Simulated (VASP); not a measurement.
# CoO (F-43m) in VASP: a series of runs

Runs on CoO. Level: PBEsol. Tasks: single point.

Everything below comes from runs of VASP 6.6.1. Logs are shortened: lines on timing, memory, paths and dates and some standing lists are left out, and cuts for length are marked.

### Step 1. The cell of the first run

It takes space group F-43m (No. 216, cubic). Conventional cell: a = 4.349 Å, b = 4.349 Å, c = 4.349 Å, α = 90.00°, β = 90.00°, γ = 90.00°. Co (site symmetry -43m) has 4 O at 1.88 Å within 2.5 Å. O (site symmetry -43m) has 4 Co at 1.88 Å within 2.5 Å.

### Step 2. Single point, PBEsol, collinear spin, ferromagnetic start

INCAR reads:

```
SYSTEM = CoO
ALGO = Normal ; EDIFF = 1E-6
ENCUT = 520 ; GGA = PS
ISIF = 2 ; ISMEAR = 0
ISPIN = 2 ; LASPH = .TRUE.
LCHARG = .FALSE. ; LMAXMIX = 4
LORBIT = 11 ; LREAL = .FALSE.
LWAVE = .FALSE. ; MAGMOM = 0.94 0.08
NBANDS = 18 ; NELM = 150
NUPDOWN = 1.0 ; PREC = Accurate
SIGMA = 0.1
```

KPOINTS reads:

```
k-points
0
G
  16 16 16
  0 0 0
```

POSCAR reads:

```
CoO
1.0
    0.0000000000      2.1744804960      2.1744804960
    2.1744804960      0.0000000000      2.1744804960
    2.1744804960      2.1744804960      0.0000000000
Co O
1 1
Direct
    0.0000000000      0.0000000000      0.0000000000
    0.2500000000      0.2500000000      0.2500000000
```

Potentials or basis: VASP PAW PBE potentials, release 64 (Co, O).

Run with:

```sh
$ cat potpaw_PBE.64/Co/POTCAR potpaw_PBE.64/O/POTCAR > POTCAR
$ mpirun -np 1 vasp_std > vasp.out
```

OUTCAR:

```text
SYSTEM = CoO
   EDIFF = 1E-6
   ENCUT = 520
   GGA = PS
   ISIF = 2
   ISMEAR = 0
   ISPIN = 2
   LASPH = .TRUE.
   LORBIT = 11
   LREAL = .FALSE.
   NELM = 150
   NUPDOWN = 1.0
   PREC = Accurate

 ion  position               nearest neighbor table
   1  0.000  0.000  0.000-   2 1.88   2 1.88   2 1.88   2 1.88
   2  0.250  0.250  0.250-   1 1.88   1 1.88   1 1.88   1 1.88

  LATTYP: Found a face centered cubic cell.
 ALAT       =     4.3489609920

  Lattice vectors:

 A1 = (   0.0000000000,   2.1744804960,   2.1744804960)
 A2 = (   2.1744804960,   0.0000000000,   2.1744804960)
 A3 = (   2.1744804960,   2.1744804960,   0.0000000000)

Analysis of symmetry for initial positions (statically):
=====================================================================
 Subroutine PRICEL returns:
 Original cell was already a primitive cell.

 Routine SETGRP: Setting up the symmetry group for a
 face centered cubic supercell.

 Subroutine GETGRP returns: Found 24 space group operations
 (whereof 24 operations were pure point group operations)
 out of a pool of 48 trial point group operations.

The static configuration has the point symmetry T_d .

Analysis of symmetry for dynamics (positions and initial velocities):
=====================================================================
 Subroutine PRICEL returns:
 Original cell was already a primitive cell.

 Routine SETGRP: Setting up the symmetry group for a
 face centered cubic supercell.

 Subroutine GETGRP returns: Found 24 space group operations
 (whereof 24 operations were pure point group operations)
 out of a pool of 48 trial point group operations.

The dynamic configuration has the point symmetry T_d .

Analysis of structural, dynamic, and magnetic symmetry:
=====================================================================
 Subroutine PRICEL returns:
 Original cell was already a primitive cell.

 Routine SETGRP: Setting up the symmetry group for a
 face centered cubic supercell.

 Subroutine GETGRP returns: Found 24 space group operations
 (whereof 24 operations were pure point group operations)
 out of a pool of 48 trial point group operations.

The overall configuration has the point symmetry T_d .

 Subroutine INISYM returns: Found 24 space group operations
 (whereof 24 operations are pure point group operations),
 and found     1 'primitive' translations

----------------------------------------------------------------------------------------

                                     Primitive cell

  volume of cell :      20.5635

  direct lattice vectors                    reciprocal lattice vectors
     0.000000000  2.174480496  2.174480496    -0.229939979  0.229939979  0.229939979
     2.174480496  0.000000000  2.174480496     0.229939979 -0.229939979  0.229939979
     2.174480496  2.174480496  0.000000000     0.229939979  0.229939979 -0.229939979

  length of vectors
     3.075179809  3.075179809  3.075179809     0.398267727  0.398267727  0.398267727

  position of ions in fractional coordinates (direct lattice)
     0.000000000  0.000000000  0.000000000
     0.250000000  0.250000000  0.250000000

  ion indices of the primitive-cell ions
   primitive index   ion index
                 1           1
                 2           2

----------------------------------------------------------------------------------------

 KPOINTS: k-points

Automatic generation of k-mesh.
 Grid dimensions read from file:
 generate k-points for:   16   16   16

 Generating k-lattice:

  Cartesian coordinates                     Fractional coordinates (reciprocal lattice)
    -0.014371249  0.014371249  0.014371249     0.062500000  0.000000000  0.000000000
     0.014371249 -0.014371249  0.014371249     0.000000000  0.062500000  0.000000000
     0.014371249  0.014371249 -0.014371249     0.000000000  0.000000000  0.062500000

  Length of vectors
     0.024891733  0.024891733  0.024891733

  Shift w.r.t. Gamma in fractional coordinates (k-lattice)
     0.000000000  0.000000000  0.000000000

 Subroutine IBZKPT returns following result:
 ===========================================

 Found    145 irreducible k-points:

 Following reciprocal coordinates:
            Coordinates               Weight
  0.000000  0.000000  0.000000      1.000000
  0.062500  0.000000  0.000000      8.000000
  0.125000  0.000000  0.000000      8.000000
  0.187500  0.000000  0.000000      8.000000
  0.250000  0.000000  0.000000      8.000000
  0.312500  0.000000  0.000000      8.000000
[... 16 lines left out ...]
 -0.125000  0.062500  0.000000     24.000000
 -0.062500  0.062500  0.000000     12.000000
 [... further k-points ...]
   k-points           NKPTS =    145   k-points in BZ     NKDIM =    145   number of bands    NBANDS=     18
   number of dos      NEDOS =    301   number of ions     NIONS =      2
   total plane-waves  NPLWV =  13824
   dimension x,y,z NGX =    24 NGY =   24 NGZ =   24
   dimension x,y,z NGXF=    48 NGYF=   48 NGZF=   48
   ions per type =               1   1
   NGX,Y,Z   is equivalent  to a cutoff of  12.97, 12.97, 12.97 a.u.
   NGXF,Y,Z  is equivalent  to a cutoff of  25.95, 25.95, 25.95 a.u.
 SYSTEM =  CoO
   PREC   = accura    normal or accurate (medium, high low for compatibility)
   ISTART =      0    job   : 0-new  1-cont  2-samecut
   ICHARG =      2    charge: 1-file 2-atom 10-const
   ISPIN  =      2    spin polarized calculation?
   LNONCOLLINEAR =      F non collinear calculations
   LSORBIT =      F    spin-orbit coupling
   LASPH  =      T    aspherical Exc in radial PAW
   ENCUT  =  520.0 eV  38.22 Ry    6.18 a.u.   5.72  5.72  5.72*2*pi/ulx,y,z
   NELM   =    150;   NELMIN=  2; NELMDL= -5     # of ELM steps
   EDIFF  = 0.1E-05   stopping-criterion for ELM
   LREAL  =      F    real-space projection
   EDIFFG = 0.1E-04   stopping-criterion for IOM
   NSW    =      0    number of steps for IOM
   IBRION =     -1    ionic relax: 0-MD 1-quasi-New 2-CG
   NFREE  =      0    steps in history (QN), initial steepest desc. (CG)
   ISIF   =      2    stress and relaxation
   ISYM   =      2    0-nonsym 1-usesym 2-fastsym
   POTIM  = 0.5000    time-step for ionic-motion
   TEBEG  =    0.0;   TEEND  =   0.0 temperature during run
   PSTRESS=    0.0 pullay stress
   NELECT =      15.0000    total number of electrons
   NUPDOWN=       1.0000    fix difference up-down
   EMIN   =  10.00;   EMAX   =-10.00  energy-range for DOS
   EFERMI =   0.00;   METHOD = LEGACY
   ISMEAR =     0;   SIGMA  =   0.10  broadening in eV -4-tet -1-fermi 0-gaus
   EFERMI_NEDOS =   21; number of points for ismear=-14 and -15
   IALGO  =     38    algorithm
   IMIX   =      4    mixing-type and parameters
     AMIX     =   0.40;   BMIX     =  1.00
     AMIX_MAG =   1.60;   BMIX_MAG =  1.00
  volume/ion in A,a.u.               =      10.28        69.38
  Fermi-wavevector in a.u.,A,eV,Ry     =   1.473691  2.784872 29.548655  2.171765
  Thomas-Fermi vector in A             =   2.588553
   LORBIT       =     11    0 simple, 1 ext, 2 COOP (PROOUT), +10 PAW based schemes
   GGA     = PS    functional components
   LHFCALC =     F    Hartree Fock is set to
   AEXX    =    0.0000 exact exchange contribution
   IVDW    =     0    specifies the selected vdW correction
   LEPSILON=     F    determine dielectric tensor
   LRPA    =     F    only Hartree local field effects (RPA)
 spin polarized calculation
 Gauss-broadening in eV      SIGMA  =   0.10
  energy-cutoff  :      520.00
  volume of cell :       20.56
 maximum number of plane-waves:       568
   NGX = 11   NGY = 11   NGZ = 11

 number of electron      14.9999997 magnetization       1.0000066

 Free energy of the ion-electron system (eV)
  ---------------------------------------------------
  ext. energy  EPLUGINS =         0.00000000
  ---------------------------------------------------
  free energy    TOTEN  =       -14.18581957 eV

  energy without entropy =      -14.16876760  energy(sigma->0) =      -14.17729359

 E-fermi :   7.4325     XC(G=0): -12.1068

 val. band max:        7.4287681870   @ k =  -0.3750   0.3750   0.0625
 cond. band min:       7.1899396989   @ k =   0.2500   0.1250   0.0000
 fundamental gap:     -0.2388284881
 Fermi energy:         7.1850427064

 spin component 1

 k-point     1 :       0.0000    0.0000    0.0000
  band No.  band energies     occupation
      1     -13.7955      1.00000
      2       0.4859      1.00000
      3       0.4859      1.00000
      4       0.4859      1.00000
      5       5.4846      1.00000
      6       5.4846      1.00000
[... 10 lines left out ...]
     17      28.4966      0.00000
     18      31.1399      0.00000
[... 463 lines left out ...]
 k-point    24 :      -0.0625    0.0625    0.0000
  band No.  band energies     occupation
      1     -13.7213      1.00000
      2       0.2948      1.00000
      3       0.5253      1.00000
      4       0.5267      1.00000
      5       5.4244      1.00000
      6       5.4858      1.00000
[... 10 lines left out ...]
     17      30.3951      0.00000
     18      31.9718      0.00000

 [... further k-points ...]

 spin component 2

 k-point     1 :       0.0000    0.0000    0.0000
  band No.  band energies     occupation
      1     -13.6580      1.00000
      2       0.8776      1.00000
      3       0.8776      1.00000
      4       0.8776      1.00000
      5       6.1334      1.00000
      6       6.1334      1.00000
[... 10 lines left out ...]
     17      28.6922      0.00000
     18      31.3019      0.00000
[... 463 lines left out ...]
 k-point    24 :      -0.0625    0.0625    0.0000
  band No.  band energies     occupation
      1     -13.5829      1.00000
      2       0.6555      1.00000
      3       0.9091      1.00000
      4       0.9144      1.00000
      5       6.0784      1.00000
      6       6.1376      1.00000
[... 10 lines left out ...]
     17      30.4944      0.00000
     18      32.1351      0.00000

 [... further k-points ...]
[... 5 lines left out ...]
  --------------------------------------------------------------------------------------
  -------------------------------------------------------------------------------------
  Total       -0.6708947     -0.6708947     -0.6708947      0.0000000      0.0000000      0.0000000
  in kB      -52.2719113    -52.2719113    -52.2719113      0.0000000      0.0000000      0.0000000
  external PRESSURE =     -52.2719113 kB  Pullay stress =       0.0000000 kB

 VOLUME and BASIS-vectors are now :
 -----------------------------------------------------------------------------
  energy-cutoff  :      520.00
  volume of cell :       20.56
      direct lattice vectors                 reciprocal lattice vectors
     0.000000000  2.174480496  2.174480496    -0.229939979  0.229939979  0.229939979
     2.174480496  0.000000000  2.174480496     0.229939979 -0.229939979  0.229939979
     2.174480496  2.174480496  0.000000000     0.229939979  0.229939979 -0.229939979

 POSITION                                       TOTAL-FORCE (eV/Angst)
 -----------------------------------------------------------------------------------
      0.00000      0.00000      0.00000        -0.000000     -0.000000     -0.000000
      1.08724      1.08724      1.08724         0.000000      0.000000      0.000000
 -----------------------------------------------------------------------------------
    total drift:                                0.000000      0.000000      0.000000

  FREE ENERGIE OF THE ION-ELECTRON SYSTEM (eV)
  ---------------------------------------------------
  free  energy   TOTEN  =       -14.1858195742 eV

  energy  without entropy=      -14.1687676023  energy(sigma->0) =      -14.17729359

 total charge

# of ion       s       p       d       tot
------------------------------------------
    1        0.377   0.532   7.368   8.277
    2        1.555   3.416   0.000   4.971
--------------------------------------------------
tot          1.932   3.948   7.368  13.248

 magnetization (x)

# of ion       s       p       d       tot
------------------------------------------
    1        0.004   0.021   0.888   0.913
    2        0.009   0.063   0.000   0.072
--------------------------------------------------
tot          0.013   0.084   0.888   0.985
```

It took 30 s on 1 thread of Intel Xeon 6975P-C (Granite Rapids), shared host; peak memory 0.21 GiB.

What came out:

| Item | Value |
| --- | --- |
| Free energy | -14.1858 eV |
| Pressure | -5.2 GPa |
| Net moment | 1.00 μB per cell |
| Site moments | Co +0.91; O +0.07 μB |
| Valence electrons inside the program's atomic spheres | Co 8.28; O 4.97 |

Caveat: the cell stands under tension; the PAW data sets were made with another functional, which shifts forces and pressure a little; the total moment is fixed, so each spin has its own Fermi level; a cell with one magnetic atom can't hold antiferromagnetic order, which such compounds often take.

### Step 3. Single point, PBEsol, collinear spin, ferromagnetic start

INCAR reads:

```
SYSTEM = CoO
ALGO     = Normal         ! electronic algorithm
EDIFF    = 1E-6           ! SCF threshold, eV
ENCUT    = 520            ! plane-wave cutoff, eV
GGA      = PS             ! functional
ISIF     = 2              ! what is computed and relaxed
ISMEAR   = 0              ! smearing method
ISPIN    = 2              ! spin polarisation
LASPH    = .TRUE.         ! aspherical terms in the spheres
LCHARG   = .TRUE.         ! write CHGCAR
LELF     = .TRUE.         ! ELF
LMAXMIX  = 4              ! l up to which the mixer works
LORBIT   = 11             ! projections on sites
LREAL    = .FALSE.        ! projectors in reciprocal space
LVHAR    = .TRUE.       
LWAVE    = .FALSE.        ! write WAVECAR
MAGMOM   = 1.4 0.13       ! initial moments
NBANDS   = 18             ! bands
NELM     = 150            ! most SCF steps
NUPDOWN  = 1.5            ! fixed moment
PREC     = Accurate       ! precision mode
SIGMA    = 0.1            ! smearing width, eV
```

KPOINTS is that of step 2.

POSCAR is that of step 2.

Potentials or basis: VASP PAW PBE potentials, release 64 (Co, O).

Run with:

```sh
$ cat potpaw_PBE.64/Co/POTCAR potpaw_PBE.64/O/POTCAR > POTCAR
$ mpirun -np 1 vasp_std > vasp.out
```

Wall time 33 s (1 thread of Intel Xeon 6975P-C (Granite Rapids), shared host); peak memory 0.21 GiB.

Results (log left out):

```
Free energy                                           : -14.2620 eV
Pressure                                              : -2.9 GPa
Net moment                                            : 1.50 μB per cell
Site moments                                          : Co +1.36; O +0.12 μB
Valence electrons inside the program's atomic spheres : Co 8.26; O 4.98
```

Caveat: the PAW data sets were made with another functional, which shifts forces and pressure a little; the total moment is fixed, so each spin has its own Fermi level; a cell with one magnetic atom can't hold antiferromagnetic order, which such compounds often take.

### Step 4. Single point, PBEsol, collinear spin, ferromagnetic start

INCAR reads:

```
SYSTEM = CoO
ALGO = Normal
EDIFF = 1E-6
ENCUT = 520
GGA = PS
ISIF = 2
ISMEAR = 0
ISPIN = 2
LASPH = .True.
LCHARG = .False.
LMAXMIX = 4
LORBIT = 11
LREAL = .False.
LWAVE = .False.
MAGMOM = 1.8 0.21
NBANDS = 18
NELM = 150
NUPDOWN = 2.0
PREC = Accurate
SIGMA = 0.1
```

KPOINTS reads:

```
k-points
0
Gamma
  16 16 16
  0 0 0
```

POSCAR is that of step 3.

Run with:

```sh
$ cat potpaw_PBE.64/Co/POTCAR potpaw_PBE.64/O/POTCAR > POTCAR
$ mpirun -np 1 vasp_std > vasp.out
```

Run time: 31 s. Hardware: 1 thread of Intel Xeon 6975P-C (Granite Rapids), shared host; peak memory 0.21 GiB.

It converged, with:

```yaml
Free_energy: -14.2799 eV
Pressure: 1.5 GPa
Net_moment: 2.00 μB per cell
Site_moments: Co +1.76; O +0.19 μB
Valence_electrons_inside_the_program's_atomic_spheres: Co 8.25; O 4.99
```

Caveat: the PAW data sets were made with another functional, which shifts forces and pressure a little; the total moment is fixed, so each spin has its own Fermi level; a cell with one magnetic atom can't hold antiferromagnetic order, which such compounds often take.

### Step 5. Single point, PBEsol, collinear spin, ferromagnetic start

INCAR reads:

```
SYSTEM = CoO
  ALGO = Normal
  EDIFF = 1E-6
  ENCUT = 520
  GGA = PS
  ISIF = 2
  ISMEAR = 0
  ISPIN = 2
  LASPH = .TRUE.
  LCHARG = .FALSE.
  LMAXMIX = 4
  LORBIT = 11
  LREAL = .FALSE.
  LWAVE = .FALSE.
  MAGMOM = 2.2 0.31
  NBANDS = 18
  NELM = 150
  NUPDOWN = 2.5
  PREC = Accurate
  SIGMA = 0.1
```

KPOINTS reads:

```
k-points
0
G
  16 16 16
  0 0 0
```

POSCAR is that of step 4.

Run with:

```sh
$ cat potpaw_PBE.64/Co/POTCAR potpaw_PBE.64/O/POTCAR > POTCAR
$ mpirun -np 1 vasp_std > vasp.out
```

Run time: 32 s. Hardware: 1 thread of Intel Xeon 6975P-C (Granite Rapids), shared host; peak memory 0.2 GiB.

The run converged. Its results:

| Item | Value |
| --- | --- |
| Free energy | -14.2545 eV |
| Pressure | 7.0 GPa |
| Net moment | 2.50 μB per cell |
| Site moments | Co +2.16; O +0.27 μB |
| Valence electrons inside the program's atomic spheres | Co 8.24; O 5.01 |

Caveat: the cell stands under pressure; the PAW data sets were made with another functional, which shifts forces and pressure a little; the total moment is fixed, so each spin has its own Fermi level; a cell with one magnetic atom can't hold antiferromagnetic order, which such compounds often take.

(Part 1 of 2 ends here.)
